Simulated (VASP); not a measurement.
# CaF2 (Fluorite) (Fm-3m) in VASP: single point with PBEsol

Aim: the single point of CaF2 (Fluorite) with PBEsol.

All numbers are computed with VASP 6.6.1; they aren't measurements. Logs are shortened: lines on timing, memory, paths and dates and some standing lists are left out, and cuts for length are marked.

## Step 1: The cell of the first run

Symmetry: Fm-3m, No. 225, cubic system. Conventional cell: a = 5.462 Å, b = 5.462 Å, c = 5.462 Å, α = 90.00°, β = 90.00°, γ = 90.00°. Within 3.1 Å of Ca (site symmetry m-3m) lie 8 F at 2.37 Å. Within 3.1 Å of F (site symmetry -43m) lie 4 Ca at 2.37 Å and 6 F at 2.73 Å.

## Step 2: Single point, PBEsol

Input file INCAR:

```
  PREC = Accurate
  ENCUT = 600
  EDIFF = 1E-6
  ISMEAR = 0
  SIGMA = 0.01
  LREAL = F
  LASPH = T
  NELM = 120
  ALGO = Normal
  ISIF = 2
  LWAVE = F
  LCHARG = F
  GGA = PS
  NBANDS = 19
  GGA_COMPAT = F
```

Input file KPOINTS:

```
Automatic mesh
0
Gamma
  5 5 5
```

Input file POSCAR:

```
CaF2
1.0
    0.0000000000      2.7310000000      2.7310000000
    2.7310000000      0.0000000000      2.7310000000
    2.7310000000      2.7310000000      0.0000000000
Ca F
1 2
Direct
    0.0000000000      0.0000000000      0.0000000000
    0.2500000000      0.2500000000      0.2500000000
    0.7500000000      0.7500000000      0.7500000000
```

Potentials or basis: VASP PAW PBE potentials, release 64 (Ca_sv, F).

Run with:

```sh
cat potpaw_PBE.64/Ca_sv/POTCAR potpaw_PBE.64/F/POTCAR > POTCAR
mpirun -np 1 vasp_std > vasp.out
```

OUTCAR:

```text
PREC = Accurate
   ENCUT = 600
   EDIFF = 1E-6
   ISMEAR = 0
   LREAL = F
   LASPH = T
   NELM = 120
   ISIF = 2
   GGA = PS

 ion  position               nearest neighbor table
   1  0.000  0.000  0.000-   3 2.37   3 2.37   3 2.37   2 2.37   3 2.37   2 2.37   2 2.37   2 2.37

   2  0.250  0.250  0.250-   1 2.37   1 2.37   1 2.37   1 2.37
   3  0.750  0.750  0.750-   1 2.37   1 2.37   1 2.37   1 2.37

  LATTYP: Found a face centered cubic cell.
 ALAT       =     5.4620000000

  Lattice vectors:

 A1 = (   0.0000000000,   2.7310000000,   2.7310000000)
 A2 = (   2.7310000000,   0.0000000000,   2.7310000000)
 A3 = (   2.7310000000,   2.7310000000,   0.0000000000)

Analysis of symmetry for initial positions (statically):
=====================================================================
 Subroutine PRICEL returns:
 Original cell was already a primitive cell.

 Routine SETGRP: Setting up the symmetry group for a
 face centered cubic supercell.

 Subroutine GETGRP returns: Found 48 space group operations
 (whereof 48 operations were pure point group operations)
 out of a pool of 48 trial point group operations.

The static configuration has the point symmetry O_h .

Analysis of symmetry for dynamics (positions and initial velocities):
=====================================================================
 Subroutine PRICEL returns:
 Original cell was already a primitive cell.

 Routine SETGRP: Setting up the symmetry group for a
 face centered cubic supercell.

 Subroutine GETGRP returns: Found 48 space group operations
 (whereof 48 operations were pure point group operations)
 out of a pool of 48 trial point group operations.

The dynamic configuration has the point symmetry O_h .

 Subroutine INISYM returns: Found 48 space group operations
 (whereof 48 operations are pure point group operations),
 and found     1 'primitive' translations

----------------------------------------------------------------------------------------

                                     Primitive cell

  volume of cell :      40.7376

  direct lattice vectors                    reciprocal lattice vectors
     0.000000000  2.731000000  2.731000000    -0.183083120  0.183083120  0.183083120
     2.731000000  0.000000000  2.731000000     0.183083120 -0.183083120  0.183083120
     2.731000000  2.731000000  0.000000000     0.183083120  0.183083120 -0.183083120

  length of vectors
     3.862217239  3.862217239  3.862217239     0.317109265  0.317109265  0.317109265

  position of ions in fractional coordinates (direct lattice)
     0.000000000  0.000000000  0.000000000
     0.250000000  0.250000000  0.250000000
     0.750000000  0.750000000  0.750000000

  ion indices of the primitive-cell ions
   primitive index   ion index
                 1           1
                 2           2
                 3           3

----------------------------------------------------------------------------------------

 KPOINTS: Automatic mesh

Automatic generation of k-mesh.
 Grid dimensions read from file:
 generate k-points for:    5    5    5

 Generating k-lattice:

  Cartesian coordinates                     Fractional coordinates (reciprocal lattice)
    -0.036616624  0.036616624  0.036616624     0.200000000  0.000000000  0.000000000
     0.036616624 -0.036616624  0.036616624     0.000000000  0.200000000  0.000000000
     0.036616624  0.036616624 -0.036616624     0.000000000  0.000000000  0.200000000

  Length of vectors
     0.063421853  0.063421853  0.063421853

  Shift w.r.t. Gamma in fractional coordinates (k-lattice)
     0.000000000  0.000000000  0.000000000

 Subroutine IBZKPT returns following result:
 ===========================================

 Found     10 irreducible k-points:

 Following reciprocal coordinates:
            Coordinates               Weight
  0.000000  0.000000  0.000000      1.000000
  0.200000  0.000000  0.000000      8.000000
  0.400000  0.000000  0.000000      8.000000
  0.200000  0.200000  0.000000      6.000000
  0.400000  0.200000  0.000000     24.000000
 -0.400000  0.200000  0.000000     24.000000
 -0.200000  0.200000  0.000000     12.000000
  0.400000  0.400000  0.000000      6.000000
 -0.400000  0.400000  0.000000     12.000000
 -0.400000  0.400000  0.200000     24.000000
   k-points           NKPTS =     10   k-points in BZ     NKDIM =     10   number of bands    NBANDS=     19
   number of dos      NEDOS =    301   number of ions     NIONS =      3
   total plane-waves  NPLWV =  32768
   dimension x,y,z NGX =    32 NGY =   32 NGZ =   32
   dimension x,y,z NGXF=    64 NGYF=   64 NGZF=   64
   ions per type =               1   2
   NGX,Y,Z   is equivalent  to a cutoff of  13.77, 13.77, 13.77 a.u.
   NGXF,Y,Z  is equivalent  to a cutoff of  27.55, 27.55, 27.55 a.u.
 SYSTEM =  unknown system
   PREC   = accura    normal or accurate (medium, high low for compatibility)
   ISTART =      0    job   : 0-new  1-cont  2-samecut
   ICHARG =      2    charge: 1-file 2-atom 10-const
   ISPIN  =      1    spin polarized calculation?
   LNONCOLLINEAR =      F non collinear calculations
   LSORBIT =      F    spin-orbit coupling
   LASPH  =      T    aspherical Exc in radial PAW
   ENCUT  =  600.0 eV  44.10 Ry    6.64 a.u.   7.71  7.71  7.71*2*pi/ulx,y,z
   NELM   =    120;   NELMIN=  2; NELMDL= -5     # of ELM steps
   EDIFF  = 0.1E-05   stopping-criterion for ELM
   LREAL  =      F    real-space projection
   EDIFFG = 0.1E-04   stopping-criterion for IOM
   NSW    =      0    number of steps for IOM
   IBRION =     -1    ionic relax: 0-MD 1-quasi-New 2-CG
   NFREE  =      0    steps in history (QN), initial steepest desc. (CG)
   ISIF   =      2    stress and relaxation
   ISYM   =      2    0-nonsym 1-usesym 2-fastsym
   POTIM  = 0.5000    time-step for ionic-motion
   TEBEG  =    0.0;   TEEND  =   0.0 temperature during run
   PSTRESS=    0.0 pullay stress
   NELECT =      24.0000    total number of electrons
   NUPDOWN=      -1.0000    fix difference up-down
   EMIN   =  10.00;   EMAX   =-10.00  energy-range for DOS
   EFERMI =   0.00;   METHOD = LEGACY
   ISMEAR =     0;   SIGMA  =   0.01  broadening in eV -4-tet -1-fermi 0-gaus
   EFERMI_NEDOS =   21; number of points for ismear=-14 and -15
   IALGO  =     38    algorithm
   IMIX   =      4    mixing-type and parameters
     AMIX     =   0.40;   BMIX     =  1.00
     AMIX_MAG =   1.60;   BMIX_MAG =  1.00
  volume/ion in A,a.u.               =      13.58        91.64
  Fermi-wavevector in a.u.,A,eV,Ry     =   1.372398  2.593457 25.626266  1.883477
  Thomas-Fermi vector in A             =   2.498009
   LORBIT       =      0    0 simple, 1 ext, 2 COOP (PROOUT), +10 PAW based schemes
   GGA     = PS    functional components
   LHFCALC =     F    Hartree Fock is set to
   AEXX    =    0.0000 exact exchange contribution
   IVDW    =     0    specifies the selected vdW correction
   LEPSILON=     F    determine dielectric tensor
   LRPA    =     F    only Hartree local field effects (RPA)
 non-spin polarized calculation
 Gauss-broadening in eV      SIGMA  =   0.01
  energy-cutoff  :      600.00
  volume of cell :       40.74
 maximum number of plane-waves:      1369
   NGX = 15   NGY = 15   NGZ = 15

 number of electron      23.9999989 magnetization

 Free energy of the ion-electron system (eV)
  ---------------------------------------------------
  ext. energy  EPLUGINS =         0.00000000
  ---------------------------------------------------
  free energy    TOTEN  =       -17.90244114 eV

  energy without entropy =      -17.90244114  energy(sigma->0) =      -17.90244114

 E-fermi :  -1.0730     XC(G=0):  -9.8973

 val. band max:       -1.1486238096   @ k =  -0.4000   0.4000   0.0000
 cond. band min:       6.0088885653   @ k =   0.0000   0.0000   0.0000
 fundamental gap:      7.1575123748
 Fermi energy:        -1.0729940516

 k-point     1 :       0.0000    0.0000    0.0000
  band No.  band energies     occupation
      1     -36.8955      2.00000
      2     -20.9081      2.00000
      3     -20.1184      2.00000
      4     -17.9200      2.00000
      5     -17.9200      2.00000
      6     -17.9200      2.00000
[... 11 lines left out ...]
     18      10.1397      0.00000
     19      15.6687      0.00000

 k-point     2 :       0.2000    0.0000    0.0000
  band No.  band energies     occupation
      1     -36.8834      2.00000
      2     -20.9925      2.00000
      3     -20.2271      2.00000
      4     -17.9351      2.00000
      5     -17.9351      2.00000
      6     -17.7513      2.00000
[... 11 lines left out ...]
     18      10.0437      0.00000
     19      14.1802      0.00000

 k-point     3 :       0.4000    0.0000    0.0000
  band No.  band energies     occupation
      1     -36.8639      2.00000
      2     -21.0422      2.00000
      3     -20.4939      2.00000
      4     -17.9594      2.00000
      5     -17.9594      2.00000
      6     -17.4635      2.00000
[... 11 lines left out ...]
     18       9.8888      0.00000
     19      12.6344      0.00000

 k-point     4 :       0.2000    0.2000    0.0000
  band No.  band energies     occupation
      1     -36.8794      2.00000
      2     -21.0390      2.00000
      3     -20.2287      2.00000
      4     -17.9577      2.00000
      5     -17.9577      2.00000
      6     -17.6751      2.00000
[... 11 lines left out ...]
     18       9.9909      0.00000
     19      15.1217      0.00000

 k-point     5 :       0.4000    0.2000    0.0000
  band No.  band energies     occupation
      1     -36.8624      2.00000
      2     -21.0859      2.00000
      3     -20.4614      2.00000
      4     -17.9843      2.00000
      5     -17.8942      2.00000
      6     -17.4978      2.00000
[... 11 lines left out ...]
     18      10.2783      0.00000
     19      13.7071      0.00000

 k-point     6 :      -0.4000    0.2000    0.0000
  band No.  band energies     occupation
      1     -36.8558      2.00000
      2     -20.9677      2.00000
      3     -20.7159      2.00000
      4     -17.9783      2.00000
      5     -17.7834      2.00000
      6     -17.5002      2.00000
[... 11 lines left out ...]
     18      11.1137      0.00000
     19      12.9441      0.00000

 k-point     7 :      -0.2000    0.2000    0.0000
  band No.  band energies     occupation
      1     -36.8689      2.00000
      2     -21.0325      2.00000
      3     -20.4328      2.00000
      4     -17.9480      2.00000
      5     -17.8500      2.00000
      6     -17.6365      2.00000
[... 11 lines left out ...]
     18      10.1971      0.00000
     19      13.8794      0.00000

 k-point     8 :       0.4000    0.4000    0.0000
  band No.  band energies     occupation
      1     -36.8534      2.00000
      2     -21.2191      2.00000
      3     -20.4001      2.00000
      4     -18.0183      2.00000
      5     -18.0183      2.00000
      6     -17.2981      2.00000
[... 11 lines left out ...]
     18      10.6045      0.00000
     19      15.2457      0.00000

 k-point     9 :      -0.4000    0.4000    0.0000
  band No.  band energies     occupation
      1     -36.8494      2.00000
      2     -21.1238      2.00000
      3     -20.6122      2.00000
      4     -18.0147      2.00000
      5     -17.8665      2.00000
      6     -17.3487      2.00000
[... 11 lines left out ...]
     18      13.0144      0.00000
     19      13.2047      0.00000

 k-point    10 :      -0.4000    0.4000    0.2000
  band No.  band energies     occupation
      1     -36.8518      2.00000
      2     -21.0138      2.00000
      3     -20.7193      2.00000
      4     -18.0147      2.00000
      5     -17.7185      2.00000
      6     -17.4918      2.00000
[... 11 lines left out ...]
     18      11.8901      0.00000
     19      14.0300      0.00000

------------------------ aborting loop because EDIFF is reached ----------------------------------------

  FORCE on cell =-STRESS in cart. coord.  units (eV):
  Direction    XX          YY          ZZ          XY          YZ          ZX
  --------------------------------------------------------------------------------------
  -------------------------------------------------------------------------------------
  Total       -0.4226376     -0.4226376     -0.4226376      0.0000000      0.0000000     -0.0000000
  in kB      -16.6220139    -16.6220139    -16.6220139      0.0000000      0.0000000     -0.0000000
  external PRESSURE =     -16.6220139 kB  Pullay stress =       0.0000000 kB

 VOLUME and BASIS-vectors are now :
 -----------------------------------------------------------------------------
  energy-cutoff  :      600.00
  volume of cell :       40.74
      direct lattice vectors                 reciprocal lattice vectors
     0.000000000  2.731000000  2.731000000    -0.183083120  0.183083120  0.183083120
     2.731000000  0.000000000  2.731000000     0.183083120 -0.183083120  0.183083120
     2.731000000  2.731000000  0.000000000     0.183083120  0.183083120 -0.183083120

 POSITION                                       TOTAL-FORCE (eV/Angst)
 -----------------------------------------------------------------------------------
      0.00000      0.00000      0.00000        -0.000000     -0.000000     -0.000000
      1.36550      1.36550      1.36550        -0.000000     -0.000000     -0.000000
      4.09650      4.09650      4.09650         0.000000      0.000000      0.000000
 -----------------------------------------------------------------------------------
    total drift:                                0.000000     -0.000000      0.000000

  FREE ENERGIE OF THE ION-ELECTRON SYSTEM (eV)
  ---------------------------------------------------
  free  energy   TOTEN  =       -17.9024411373 eV

  energy  without entropy=      -17.9024411373  energy(sigma->0) =      -17.90244114
```

Wall time 26 s (1 thread of Intel Xeon 8259CL, shared host); peak memory 0.17 GiB.

What came out:

```
Free energy            : -17.9024 eV
Pressure               : -1.7 GPa
Band gap on the k mesh : 7.16 eV, indirect (least direct gap 7.35 eV)
```

Caveat: the PAW data sets were made with another functional, which shifts forces and pressure a little.
